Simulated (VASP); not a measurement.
Write the native input for VASP 6.6.1 that does the following.

| Property | Result |
| --- | --- |
| Task | single point |
| Functional | PBE |
| Potentials or basis | VASP PAW PBE potentials, release 64 (Mo_sv, Ru_pv) |
| Cutoff | 520 eV |
| k mesh | 12 × 12 × 1 |
| Occupations | gaussian, width 0.2 eV |
| Spin | no spin polarisation |
| Dipole correction | no |
| Further INCAR settings | ALGO = Fast; EDIFF = 1e-06; NBANDS = 81 |

The structure of Mo2Ru3 lies in POSCAR:

```
Mo2Ru3
1.0
    2.7645907131     -0.0000000289      0.0000000000
   -1.3822953316      2.3942058031      0.0000000000
    0.0000000000      0.0000000000     22.0135456000
Mo Ru
4 6
Direct
    0.3333333333      0.6666666667      0.6487150000
    0.3333333333      0.6666666667      0.8512850000
    0.6666666667      0.3333333333      0.1487150000
    0.6666666667      0.3333333333      0.3512850000
    0.3333333333      0.6666666667      0.0495970000
    0.3333333333      0.6666666667      0.2500000000
    0.3333333333      0.6666666667      0.4504030000
    0.6666666667      0.3333333333      0.7500000000
    0.6666666667      0.3333333333      0.9504030000
    0.6666666667      0.3333333333      0.5495970000
```

These files were run (other wordings do the same):

INCAR

```
PREC = Accurate
ENCUT = 520
EDIFF = 1E-6
ISMEAR = 0
SIGMA = 0.2
LREAL = False
LASPH = True
NELM = 80
ALGO = Fast
ISIF = 2
LWAVE = False
LCHARG = True
GGA = PE
LELF = True
LVHAR = True
NBANDS = 81
```

KPOINTS

```
Automatic mesh
0
Gamma
  12 12 1
```

Potentials or basis: VASP PAW PBE potentials, release 64 (Mo_sv, Ru_pv).

Command:

```bash
$ cat potpaw_PBE.64/Mo_sv/POTCAR potpaw_PBE.64/Ru_pv/POTCAR > POTCAR
$ mpirun -np 1 vasp_std > vasp.out
```

It gave:

| Property | Result |
| --- | --- |
| Pressure | 0.3 GPa |
| Largest force | 0.048 eV/Å |
| Band gap on the k mesh | zero (band 70 reaches 13.73 eV, above the bottom of band 71 at 11.45 eV) |

Wall time 15 min on 1 thread of AMD EPYC 7R13 (shared host), peak memory 0.36 GiB.
